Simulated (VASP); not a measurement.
# Ga3Se (Pm-3m) in VASP: a series of runs, part 2 of 2

VASP 6.6.1. Earlier steps stand in the parts before.

**3. Vibrations by perturbation theory, PBEsol**

INCAR reads:

```
PREC     = Accurate       # precision mode
ENCUT    = 520            # plane-wave cutoff, eV
EDIFF    = 1E-8           # SCF threshold, eV
ISMEAR   = -1             # smearing method
SIGMA    = 0.05           # smearing width, eV
LREAL    = F              # projectors in reciprocal space
LASPH    = T              # aspherical terms in the spheres
NELM     = 80             # most SCF steps
ALGO     = Normal         # electronic algorithm
ISIF     = 2              # what is computed and relaxed
LWAVE    = F              # write WAVECAR
LCHARG   = T              # write CHGCAR
GGA      = PS             # functional
IBRION   = 8              # ionic algorithm
NSW      = 1              # ionic steps
```

KPOINTS reads:

```
regular mesh
0
Gamma
  6 6 6
```

POSCAR reads:

```
Ga3Se
1.0
    4.4324650000      0.0000000000      0.0000000000
    0.0000000000      4.4324650000      0.0000000000
    0.0000000000      0.0000000000      4.4324650000
Se Ga
1 3
Direct
    0.0000000000      0.0000000000      0.0000000000
    0.5000000000      0.5000000000      0.0000000000
    0.5000000000      0.0000000000      0.5000000000
    0.0000000000      0.5000000000      0.5000000000
```

Potentials or basis: VASP PAW PBE potentials, release 64 (Se, Ga_d).

The run is started by

```sh
> cat potpaw_PBE.64/Se/POTCAR potpaw_PBE.64/Ga_d/POTCAR > POTCAR
> mpirun -np 1 vasp_std > vasp.out
```

OUTCAR:

```text
PREC = Accurate
   ENCUT = 520
   EDIFF = 1E-8
   ISMEAR = -1
   LREAL = F
   LASPH = T
   NELM = 80
   ISIF = 2
   GGA = PS
   IBRION = 8
   NSW = 1

 ion  position               nearest neighbor table
   1  0.000  0.000  0.000-
   2  0.500  0.500  0.000-
   3  0.500  0.000  0.500-
   4  0.000  0.500  0.500-

  LATTYP: Found a simple cubic cell.
 ALAT       =     4.4324650000

  Lattice vectors:

 A1 = (   4.4324650000,   0.0000000000,   0.0000000000)
 A2 = (   0.0000000000,   4.4324650000,   0.0000000000)
 A3 = (   0.0000000000,   0.0000000000,   4.4324650000)

Analysis of symmetry for initial positions (statically):
=====================================================================
 Subroutine PRICEL returns:
 Original cell was already a primitive cell.

 Routine SETGRP: Setting up the symmetry group for a
 simple cubic supercell.

 Subroutine GETGRP returns: Found 48 space group operations
 (whereof 48 operations were pure point group operations)
 out of a pool of 48 trial point group operations.

The static configuration has the point symmetry O_h .

Analysis of symmetry for dynamics (positions and initial velocities):
=====================================================================
 Subroutine PRICEL returns:
 Original cell was already a primitive cell.

 Routine SETGRP: Setting up the symmetry group for a
 simple cubic supercell.

 Subroutine GETGRP returns: Found 48 space group operations
 (whereof 48 operations were pure point group operations)
 out of a pool of 48 trial point group operations.

The dynamic configuration has the point symmetry O_h .

 Subroutine INISYM returns: Found 48 space group operations
 (whereof 48 operations are pure point group operations),
 and found     1 'primitive' translations

----------------------------------------------------------------------------------------

                                     Primitive cell

  volume of cell :      87.0835

  direct lattice vectors                    reciprocal lattice vectors
     4.432465000  0.000000000  0.000000000     0.225608098  0.000000000  0.000000000
     0.000000000  4.432465000  0.000000000     0.000000000  0.225608098  0.000000000
     0.000000000  0.000000000  4.432465000     0.000000000  0.000000000  0.225608098

  length of vectors
[... 745 lines left out ...]
  in kB      -35.5870817    -35.5870817    -35.5870817      0.0000000     -0.0000000      0.0000000
  external PRESSURE =     -35.5870817 kB  Pullay stress =       0.0000000 kB

 VOLUME and BASIS-vectors are now :
 -----------------------------------------------------------------------------
  energy-cutoff  :      520.00
  volume of cell :       87.08
      direct lattice vectors                 reciprocal lattice vectors
     4.432465000  0.000000000  0.000000000     0.225608098  0.000000000  0.000000000
     0.000000000  4.432465000  0.000000000     0.000000000  0.225608098  0.000000000
     0.000000000  0.000000000  4.432465000     0.000000000  0.000000000  0.225608098

 POSITION                                       TOTAL-FORCE (eV/Angst)
 -----------------------------------------------------------------------------------
      0.00000      0.00000      0.00000         0.000000      0.000000      0.000000
      2.21623      2.21623      0.00000         0.000000      0.000000      0.000000
      2.21623      0.00000      2.21623         0.000000      0.000000      0.000000
      0.00000      2.21623      2.21623         0.000000      0.000000      0.000000
 -----------------------------------------------------------------------------------
    total drift:                                0.000000      0.000000      0.000000

  FREE ENERGIE OF THE ION-ELECTRON SYSTEM (eV)
  ---------------------------------------------------
  free  energy   TOTEN  =       -13.9477733784 eV

  energy  without entropy=      -13.9372548354  energy(sigma->0) =      -13.94251411

[... ionic steps 2 to 3 ...]

--------------------------------------- Ionic step        4  -------------------------------------------

------------------------ aborting loop because EDIFF is reached ----------------------------------------
[... 7 lines left out ...]
[... ionic steps 8 to 8 ...]

--------------------------------------- Ionic step        9  -------------------------------------------

 Free energy of the ion-electron system (eV)
  ---------------------------------------------------
  ---------------------------------------------------
  free energy    TOTEN  =        -0.16620836 eV

  energy without entropy =       -0.16620836

------------------------ aborting loop because EDIFF is reached ----------------------------------------

 INTERNAL STRAIN TENSOR  FOR ION    2  DIRECTION 3   (eV/Angst):
 -----------------------------------------------------------------------------
    -0.00515  0.00000  0.00000
     0.00000 -0.00515 -0.00000
    -0.00000  0.00000  0.01608

 INTERNAL STRAIN TENSOR FOR ION    4 for displacements in x,y,z  (eV/Angst):
          X           Y           Z          XY          YZ          ZX
  --------------------------------------------------------------------------------
  x     0.00000     0.00000     0.00000     0.00000     0.00000     0.00000
  y     0.00000     0.00000     0.00000     0.00000     0.00000     0.00000
  z     0.00000     0.00000     0.00000     0.00000     0.00000     0.00000

 SECOND DERIVATIVES (NOT SYMMETRIZED)
 ------------------------------------
               1X          1Y          1Z          2X          2Y          2Z          3X          3Y          3Z          4X          4Y          4Z
  1X    -0.146107   -0.000000   -0.000000    0.318562    0.000000   -0.000000    0.318562   -0.000000   -0.000000   -0.491018    0.000000   -0.000000
  1Y    -0.000000   -0.146107   -0.000000   -0.000000    0.318562    0.000000    0.000000   -0.491018    0.000000   -0.000000    0.318562    0.000000
  1Z    -0.000000   -0.000000   -0.146107    0.000000   -0.000000   -0.491018    0.000000   -0.000000    0.318562   -0.000000   -0.000000    0.318562
  2X     0.298121    0.000000    0.000000   -0.694786    0.000000    0.000000   -0.422359    0.000000    0.000000    0.819025    0.000000    0.000000
  2Y     0.000000    0.298121    0.000000    0.000000   -0.694786    0.000000    0.000000    0.819025    0.000000    0.000000   -0.422359    0.000000
  2Z     0.000000    0.000000   -0.509976    0.000000    0.000000   -1.127142    0.000000   -0.000000    0.818559   -0.000000   -0.000000    0.818559
  3X     0.298121    0.000000    0.000000   -0.422359    0.000000    0.000000   -0.694786    0.000000    0.000000    0.819025    0.000000    0.000000
  3Y    -0.000000   -0.509976    0.000000   -0.000000    0.818559    0.000000   -0.000000   -1.127142   -0.000000   -0.000000    0.818559    0.000000
  3Z     0.000000    0.000000    0.298121    0.000000    0.000000    0.819025    0.000000    0.000000   -0.694786    0.000000    0.000000   -0.422359
  4X    -0.509976   -0.000000   -0.000000    0.818559   -0.000000   -0.000000    0.818559   -0.000000   -0.000000   -1.127142   -0.000000   -0.000000
  4Y     0.000000    0.298121    0.000000    0.000000   -0.422359    0.000000    0.000000    0.819025    0.000000    0.000000   -0.694786    0.000000
  4Z     0.000000    0.000000    0.298121    0.000000    0.000000    0.819025    0.000000    0.000000   -0.422359    0.000000    0.000000   -0.694786

 Eigenvectors and eigenvalues of the dynamical matrix
 ----------------------------------------------------

   1 f  =    2.928883 THz    18.402713 2PiTHz   97.697012 cm-1    12.112880 meV
             X         Y         Z           dx          dy          dz
      0.000000  0.000000  0.000000     0.000000   -0.000000    0.259366
      2.216232  2.216232  0.000000    -0.000000    0.000000    0.687431
      2.216232  0.000000  2.216232    -0.000000   -0.000000   -0.479671
      0.000000  2.216232  2.216232     0.000000    0.000000   -0.479671
[... 71 lines left out ...]
  12 f/i=    0.519674 THz     3.265206 2PiTHz   17.334448 cm-1     2.149197 meV
             X         Y         Z           dx          dy          dz
      0.000000  0.000000  0.000000    -0.532236    0.440875   -0.052668
      2.216232  2.216232  0.000000     0.198144   -0.164131    0.047235
      2.216232  0.000000  2.216232     0.198144   -0.395394    0.019608
      0.000000  2.216232  2.216232     0.477330   -0.164131    0.019608

--------------------------------------------------------------------------------------------------------

 ELASTIC MODULI CONTR FROM IONIC RELAXATION (kBar)
 Direction    XX          YY          ZZ          XY          YZ          ZX
 --------------------------------------------------------------------------------
 XX           0.0000      0.0000      0.0000      0.0000      0.0000      0.0000
 YY           0.0000      0.0000      0.0000      0.0000      0.0000      0.0000
 ZZ           0.0000      0.0000      0.0000      0.0000      0.0000      0.0000
 XY           0.0000      0.0000      0.0000      0.0000      0.0000      0.0000
 YZ           0.0000      0.0000      0.0000      0.0000      0.0000      0.0000
 ZX           0.0000      0.0000      0.0000      0.0000      0.0000      0.0000
 --------------------------------------------------------------------------------
```

It took 4.8 min on 1 thread of Intel Xeon 6975P-C (Granite Rapids), shared host; peak memory 0.46 GiB.

Results:

```yaml
Highest_phonon_frequency_at_Γ_LO-TO_splitting_left_out: 98 cm⁻¹
```

Phonon frequencies in cm⁻¹ (negative: imaginary):
```csv
q point,frequencies
"(0.000, 0.000, 0.000)",-17 -17 -17 3 3 3 33 33 33 98 98 98
```

Caveat: the cell stands under pressure or tension, which shifts response properties; some modes are imaginary; the PAW data sets were made with another functional, which shifts forces and pressure a little.

**4. Vibrations by perturbation theory, PBEsol**

INCAR reads:

```
SYSTEM = Ga3Se
  PREC = Accurate
  ENCUT = 520
  EDIFF = 1E-8
  ISMEAR = -1
  SIGMA = 0.05
  LREAL = .FALSE.
  LASPH = .TRUE.
  NELM = 80
  ALGO = Normal
  ISIF = 2
  LWAVE = .FALSE.
  LCHARG = .TRUE.
  GGA = PS
  IBRION = 8
  NSW = 1
```

KPOINTS reads:

```
regular mesh
0
G
  6 6 6
  0 0 0
```

POSCAR is that of step 3.

Potentials or basis: VASP PAW PBE potentials, release 64 (Se, Ga_d).

The run is started by

```sh
> cat potpaw_PBE.64/Se/POTCAR potpaw_PBE.64/Ga_d/POTCAR > POTCAR
> mpirun -np 1 vasp_std > vasp.out
```

OUTCAR:

```text
SYSTEM = Ga3Se
   PREC = Accurate
   ENCUT = 520
   EDIFF = 1E-8
   ISMEAR = -1
   LREAL = .FALSE.
   LASPH = .TRUE.
   NELM = 80
   ISIF = 2
   GGA = PS
   IBRION = 8
   NSW = 1

 ion  position               nearest neighbor table
   1  0.000  0.000  0.000-
   2  0.500  0.500  0.000-
   3  0.500  0.000  0.500-
   4  0.000  0.500  0.500-

  LATTYP: Found a simple cubic cell.
 ALAT       =     4.4324650000

  Lattice vectors:

 A1 = (   4.4324650000,   0.0000000000,   0.0000000000)
[... 860 lines left out ...]
  1X    -0.146107   -0.000000   -0.000000    0.318562    0.000000   -0.000000    0.318562   -0.000000   -0.000000   -0.491018    0.000000   -0.000000
  1Y    -0.000000   -0.146107   -0.000000   -0.000000    0.318562    0.000000    0.000000   -0.491018    0.000000   -0.000000    0.318562    0.000000
  1Z    -0.000000   -0.000000   -0.146107    0.000000   -0.000000   -0.491018    0.000000   -0.000000    0.318562   -0.000000   -0.000000    0.318562
  2X     0.298121    0.000000    0.000000   -0.694786    0.000000    0.000000   -0.422359    0.000000    0.000000    0.819025    0.000000    0.000000
  2Y     0.000000    0.298121    0.000000    0.000000   -0.694786    0.000000    0.000000    0.819025    0.000000    0.000000   -0.422359    0.000000
  2Z     0.000000    0.000000   -0.509976    0.000000    0.000000   -1.127142    0.000000   -0.000000    0.818559   -0.000000   -0.000000    0.818559
  3X     0.298121    0.000000    0.000000   -0.422359    0.000000    0.000000   -0.694786    0.000000    0.000000    0.819025    0.000000    0.000000
  3Y    -0.000000   -0.509976    0.000000   -0.000000    0.818559    0.000000   -0.000000   -1.127142   -0.000000   -0.000000    0.818559    0.000000
  3Z     0.000000    0.000000    0.298121    0.000000    0.000000    0.819025    0.000000    0.000000   -0.694786    0.000000    0.000000   -0.422359
  4X    -0.509976   -0.000000   -0.000000    0.818559   -0.000000   -0.000000    0.818559   -0.000000   -0.000000   -1.127142   -0.000000   -0.000000
  4Y     0.000000    0.298121    0.000000    0.000000   -0.422359    0.000000    0.000000    0.819025    0.000000    0.000000   -0.694786    0.000000
  4Z     0.000000    0.000000    0.298121    0.000000    0.000000    0.819025    0.000000    0.000000   -0.422359    0.000000    0.000000   -0.694786

 Eigenvectors and eigenvalues of the dynamical matrix
 ----------------------------------------------------

   1 f  =    2.928883 THz    18.402713 2PiTHz   97.697012 cm-1    12.112880 meV
             X         Y         Z           dx          dy          dz
      0.000000  0.000000  0.000000     0.000000   -0.000000    0.259366
      2.216232  2.216232  0.000000    -0.000000    0.000000    0.687431
      2.216232  0.000000  2.216232    -0.000000   -0.000000   -0.479671
      0.000000  2.216232  2.216232     0.000000    0.000000   -0.479671
[... 71 lines left out ...]
  12 f/i=    0.519674 THz     3.265206 2PiTHz   17.334448 cm-1     2.149197 meV
             X         Y         Z           dx          dy          dz
      0.000000  0.000000  0.000000    -0.532236    0.440875   -0.052668
      2.216232  2.216232  0.000000     0.198144   -0.164131    0.047235
      2.216232  0.000000  2.216232     0.198144   -0.395394    0.019608
      0.000000  2.216232  2.216232     0.477330   -0.164131    0.019608

--------------------------------------------------------------------------------------------------------

 ELASTIC MODULI CONTR FROM IONIC RELAXATION (kBar)
 Direction    XX          YY          ZZ          XY          YZ          ZX
 --------------------------------------------------------------------------------
 XX           0.0000      0.0000      0.0000      0.0000      0.0000      0.0000
 YY           0.0000      0.0000      0.0000      0.0000      0.0000      0.0000
 ZZ           0.0000      0.0000      0.0000      0.0000      0.0000      0.0000
 XY           0.0000      0.0000      0.0000      0.0000      0.0000      0.0000
 YZ           0.0000      0.0000      0.0000      0.0000      0.0000      0.0000
 ZX           0.0000      0.0000      0.0000      0.0000      0.0000      0.0000
 --------------------------------------------------------------------------------
```

OSZICAR:

```text
N       E                     dE             d eps       ncg     rms          rms(c)
DAV:   1     0.289617993347E+03    0.28962E+03   -0.22168E+04  1080   0.272E+03
DAV:   2     0.204362195818E+02   -0.26918E+03   -0.26433E+03  1144   0.512E+02
DAV:   3    -0.123976865067E+02   -0.32834E+02   -0.31667E+02  1289   0.141E+02
DAV:   4    -0.140645647169E+02   -0.16669E+01   -0.15879E+01  1283   0.282E+01
[... 67 lines left out ...]
RMM:  12    -0.166208390965E+00   -0.35568E-06   -0.19179E-07  3882   0.218E-04    0.107E-05
RMM:  13    -0.166208298796E+00    0.92169E-07   -0.70699E-08  3877   0.119E-04    0.264E-06
RMM:  14    -0.166208323200E+00   -0.24404E-07   -0.38824E-08  4194   0.716E-05    0.203E-06
RMM:  15    -0.166208367392E+00   -0.44193E-07   -0.19873E-08  4035   0.502E-05    0.574E-07
RMM:  16    -0.166208358801E+00    0.85916E-08   -0.96663E-09  3653   0.360E-05    0.130E-06
 Linear response finished
```

Run time: 7 min. Hardware: 1 thread of Intel Xeon Platinum 8488C (Sapphire Rapids), shared host; peak memory 0.46 GiB.

What came out:

| Property | Result |
| --- | --- |
| Highest phonon frequency at Γ, LO-TO splitting left out | 98 cm⁻¹ |

Phonon frequencies in cm⁻¹ (negative: imaginary):
| q point | frequencies |
| --- | --- |
| (0.000, 0.000, 0.000) | -17 -17 -17 3 3 3 33 33 33 98 98 98 |

Caveat: the cell stands under pressure or tension, which shifts response properties; some modes are imaginary; the PAW data sets were made with another functional, which shifts forces and pressure a little.
